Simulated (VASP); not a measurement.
# VH2 (Fm-3m) in VASP: electric field gradients with LDA

Aim: the electric field gradients of VH2 with LDA.

Everything below comes from runs of VASP 6.6.1. Logs are shortened: lines on timing, memory, paths and dates and some standing lists are left out, and cuts for length are marked.

## Step 1: The cell of the first run

The structure is cubic, space group Fm-3m (No. 225). Conventional cell: a = 4.271 Å, b = 4.271 Å, c = 4.271 Å, α = 90.00°, β = 90.00°, γ = 90.00°. V (site symmetry m-3m) has 8 H at 1.85 Å within 2.5 Å. Within 2.5 Å of H (site symmetry -43m) lie 4 V at 1.85 Å and 6 H at 2.14 Å.

## Step 2: Electric field gradients, LDA, collinear spin, ferromagnetic start

INCAR

```
PREC = Accurate ; ENCUT = 520
EDIFF = 1E-8 ; ISMEAR = -1
SIGMA = 0.05 ; LREAL = False
LASPH = True ; NELM = 150
ALGO = Normal ; ISIF = 2
LWAVE = False ; LCHARG = False
ISPIN = 2 ; MAGMOM = 1.5 0 0
LORBIT = 11 ; LMAXMIX = 4
GGA = CA ; LEFG = True
NBANDS = 18
```

KPOINTS

```
Automatic mesh
0
Gamma
  11 11 11
```

POSCAR

```
VH2
1.0
    0.0000000000      2.1355000000      2.1355000000
    2.1355000000      0.0000000000      2.1355000000
    2.1355000000      2.1355000000      0.0000000000
V H
1 2
Direct
    0.0000000000      0.0000000000      0.0000000000
    0.2500000000      0.2500000000      0.2500000000
    0.7500000000      0.7500000000      0.7500000000
```

Potentials or basis: VASP PAW LDA potentials, release 64 (V_sv, H).

Run with:

```console
> cat potpaw_LDA.64/V_sv/POTCAR potpaw_LDA.64/H/POTCAR > POTCAR
> mpirun -np 1 vasp_std > vasp.out
```

OUTCAR:

```text
PREC = Accurate
   ENCUT = 520
   EDIFF = 1E-8
   ISMEAR = -1
   LREAL = False
   LASPH = True
   NELM = 150
   ISIF = 2
   ISPIN = 2
   LORBIT = 11
   GGA = CA

 ion  position               nearest neighbor table
   1  0.000  0.000  0.000-   3 1.85   3 1.85   3 1.85   2 1.85   2 1.85   2 1.85   3 1.85   2 1.85

   2  0.250  0.250  0.250-   1 1.85   1 1.85   1 1.85   1 1.85
   3  0.750  0.750  0.750-   1 1.85   1 1.85   1 1.85   1 1.85

  LATTYP: Found a face centered cubic cell.
 ALAT       =     4.2710000000

  Lattice vectors:

 A1 = (   0.0000000000,   2.1355000000,   2.1355000000)
 A2 = (   2.1355000000,   0.0000000000,   2.1355000000)
 A3 = (   2.1355000000,   2.1355000000,   0.0000000000)

Analysis of symmetry for initial positions (statically):
=====================================================================
 Subroutine PRICEL returns:
 Original cell was already a primitive cell.

 Routine SETGRP: Setting up the symmetry group for a
 face centered cubic supercell.

 Subroutine GETGRP returns: Found 48 space group operations
 (whereof 48 operations were pure point group operations)
 out of a pool of 48 trial point group operations.

The static configuration has the point symmetry O_h .

Analysis of symmetry for dynamics (positions and initial velocities):
=====================================================================
 Subroutine PRICEL returns:
 Original cell was already a primitive cell.

 Routine SETGRP: Setting up the symmetry group for a
 face centered cubic supercell.

 Subroutine GETGRP returns: Found 48 space group operations
 (whereof 48 operations were pure point group operations)
 out of a pool of 48 trial point group operations.

The dynamic configuration has the point symmetry O_h .

Analysis of structural, dynamic, and magnetic symmetry:
=====================================================================
 Subroutine PRICEL returns:
 Original cell was already a primitive cell.

 Routine SETGRP: Setting up the symmetry group for a
 face centered cubic supercell.

 Subroutine GETGRP returns: Found 48 space group operations
 (whereof 48 operations were pure point group operations)
 out of a pool of 48 trial point group operations.

The overall configuration has the point symmetry O_h .

 Subroutine INISYM returns: Found 48 space group operations
 (whereof 48 operations are pure point group operations),
 and found     1 'primitive' translations

----------------------------------------------------------------------------------------

                                     Primitive cell

  volume of cell :      19.4773

  direct lattice vectors                    reciprocal lattice vectors
     0.000000000  2.135500000  2.135500000    -0.234137204  0.234137204  0.234137204
     2.135500000  0.000000000  2.135500000     0.234137204 -0.234137204  0.234137204
     2.135500000  2.135500000  0.000000000     0.234137204  0.234137204 -0.234137204

  length of vectors
     3.020053062  3.020053062  3.020053062     0.405537534  0.405537534  0.405537534

  position of ions in fractional coordinates (direct lattice)
     0.000000000  0.000000000  0.000000000
     0.250000000  0.250000000  0.250000000
     0.750000000  0.750000000  0.750000000

  ion indices of the primitive-cell ions
   primitive index   ion index
                 1           1
                 2           2
                 3           3

----------------------------------------------------------------------------------------

 KPOINTS: Automatic mesh

Automatic generation of k-mesh.
 Grid dimensions read from file:
 generate k-points for:   11   11   11

 Generating k-lattice:
[... 67 lines left out ...]
   NFREE  =      0    steps in history (QN), initial steepest desc. (CG)
   ISIF   =      2    stress and relaxation
   ISYM   =      2    0-nonsym 1-usesym 2-fastsym
   POTIM  = 0.5000    time-step for ionic-motion
   TEBEG  =    0.0;   TEEND  =   0.0 temperature during run
   PSTRESS=    0.0 pullay stress
   NELECT =      15.0000    total number of electrons
   NUPDOWN=      -1.0000    fix difference up-down
   EMIN   =  10.00;   EMAX   =-10.00  energy-range for DOS
   EFERMI =   0.00;   METHOD = LEGACY
   ISMEAR =    -1;   SIGMA  =   0.05  broadening in eV -4-tet -1-fermi 0-gaus
   EFERMI_NEDOS =   21; number of points for ismear=-14 and -15
   IALGO  =     38    algorithm
   IMIX   =      4    mixing-type and parameters
     AMIX     =   0.40;   BMIX     =  1.00
     AMIX_MAG =   1.60;   BMIX_MAG =  1.00
  volume/ion in A,a.u.               =       6.49        43.81
  Fermi-wavevector in a.u.,A,eV,Ry     =   1.500591  2.835706 30.637237  2.251773
  Thomas-Fermi vector in A             =   2.612072
   LORBIT       =     11    0 simple, 1 ext, 2 COOP (PROOUT), +10 PAW based schemes
   GGA     = CA    functional components
   LHFCALC =     F    Hartree Fock is set to
   AEXX    =    0.0000 exact exchange contribution
   IVDW    =     0    specifies the selected vdW correction
   LEPSILON=     F    determine dielectric tensor
   LRPA    =     F    only Hartree local field effects (RPA)
 spin polarized calculation
  energy-cutoff  :      520.00
  volume of cell :       19.48
 maximum number of plane-waves:       534
   NGX = 11   NGY = 11   NGZ = 11

 number of electron      15.0000005 magnetization       0.0004810

 number of electron      15.0000005 magnetization      -0.0000888

 Free energy of the ion-electron system (eV)
  ---------------------------------------------------
  ext. energy  EPLUGINS =         0.00000000
  ---------------------------------------------------
  free energy    TOTEN  =       -17.79656086 eV

  energy without entropy =      -17.78411749  energy(sigma->0) =      -17.79033918

 E-fermi :   7.8392     XC(G=0): -12.4201

 val. band max:        7.8119515921   @ k =  -0.3636   0.2727   0.0909
 cond. band min:       7.8628863363   @ k =  -0.2727   0.2727   0.0909
 fundamental gap:      0.0509347441
 Fermi energy:         7.8392426723

 spin component 1

 k-point     1 :       0.0000    0.0000    0.0000
  band No.  band energies     occupation
      1     -55.9540      1.00000
      2     -30.0715      1.00000
      3     -30.0715      1.00000
      4     -30.0715      1.00000
      5      -3.3614      1.00000
      6       6.8736      1.00000
[... 493 lines left out ...]
     17      29.4540      0.00000
     18      31.6851      0.00000

 [... further k-points ...]

 spin component 2

 k-point     1 :       0.0000    0.0000    0.0000
  band No.  band energies     occupation
      1     -55.9540      1.00000
      2     -30.0716      1.00000
      3     -30.0716      1.00000
      4     -30.0716      1.00000
      5      -3.3615      1.00000
      6       6.8736      1.00000
[... 493 lines left out ...]
     17      29.4539      0.00000
     18      31.6850      0.00000

 [... further k-points ...]

------------------------ aborting loop because EDIFF is reached ----------------------------------------

  FORCE on cell =-STRESS in cart. coord.  units (eV):
  Direction    XX          YY          ZZ          XY          YZ          ZX
  --------------------------------------------------------------------------------------
  -------------------------------------------------------------------------------------
  Total       -1.9391506     -1.9391506     -1.9391506      0.0000000      0.0000000     -0.0000000
  in kB     -159.5120159   -159.5120159   -159.5120159      0.0000000      0.0000000     -0.0000000
  external PRESSURE =    -159.5120159 kB  Pullay stress =       0.0000000 kB

 VOLUME and BASIS-vectors are now :
 -----------------------------------------------------------------------------
  energy-cutoff  :      520.00
  volume of cell :       19.48
      direct lattice vectors                 reciprocal lattice vectors
     0.000000000  2.135500000  2.135500000    -0.234137204  0.234137204  0.234137204
     2.135500000  0.000000000  2.135500000     0.234137204 -0.234137204  0.234137204
     2.135500000  2.135500000  0.000000000     0.234137204  0.234137204 -0.234137204

 POSITION                                       TOTAL-FORCE (eV/Angst)
 -----------------------------------------------------------------------------------
      0.00000      0.00000      0.00000        -0.000000     -0.000000     -0.000000
      1.06775      1.06775      1.06775         0.000000     -0.000000      0.000000
      3.20325      3.20325      3.20325         0.000000      0.000000     -0.000000
 -----------------------------------------------------------------------------------
    total drift:                               -0.000000      0.000000      0.000000

  FREE ENERGIE OF THE ION-ELECTRON SYSTEM (eV)
  ---------------------------------------------------
  free  energy   TOTEN  =       -17.7965608637 eV

  energy  without entropy=      -17.7841174915  energy(sigma->0) =      -17.79033918

 Electric field gradients (V/A^2)
---------------------------------------------------------------------
 ion       V_xx      V_yy      V_zz      V_xy      V_xz      V_yz
---------------------------------------------------------------------
   1      -0.000    -0.000     0.000    -0.002    -0.002    -0.002
   2      -0.000    -0.000    -0.000     0.000     0.000     0.000
   3      -0.000    -0.000    -0.000     0.000     0.000     0.000
---------------------------------------------------------------------

 Electric field gradients after diagonalization (V/A^2)
 (convention: |V_zz| > |V_xx| > |V_yy|)
----------------------------------------------------------------------
 ion       V_xx      V_yy      V_zz     asymmetry (V_yy - V_xx)/ V_zz
----------------------------------------------------------------------
   1       0.002     0.002    -0.003       0.000
   2      -0.000    -0.000     0.001       0.000
   3      -0.000    -0.000     0.001       0.000
----------------------------------------------------------------------

           NMR quadrupolar parameters

 Cq : quadrupolar parameter    Cq=e*Q*V_zz/h
 eta: asymmetry parameters     (V_yy - V_xx)/ V_zz
 Q  : nuclear electric quadrupole moment in mb (millibarn)
----------------------------------------------------------------------
 ion       Cq(MHz)       eta       Q (mb)
----------------------------------------------------------------------
   1      -0.000       0.000       1.000
   2       0.000       0.000       1.000
   3       0.000       0.000       1.000
----------------------------------------------------------------------

 total charge

# of ion       s       p       d       tot
------------------------------------------
    1        2.212   6.214   3.183  11.610
    2        0.556   0.026   0.000   0.583
    3        0.556   0.026   0.000   0.583
--------------------------------------------------
tot          3.324   6.267   3.183  12.775

 magnetization (x)

# of ion       s       p       d       tot
------------------------------------------
    1        0.000   0.000  -0.000  -0.000
    2       -0.000  -0.000   0.000  -0.000
    3       -0.000  -0.000   0.000  -0.000
--------------------------------------------------
tot         -0.000   0.000  -0.000  -0.000
```

Run time: 12 s. Hardware: 1 thread of Intel Xeon 6975P-C (Granite Rapids), shared host; peak memory 0.15 GiB.

Results:

- Free energy: -17.7966 eV
- Pressure: -16.0 GPa
- Net moment: 0.00 μB per cell
- Valence electrons inside the program's atomic spheres: V 11.61; H 0.58

Caveat: without QUAD_EFG the Cq values of the log hold for a quadrupole moment of 1 mb, not for the nuclei.
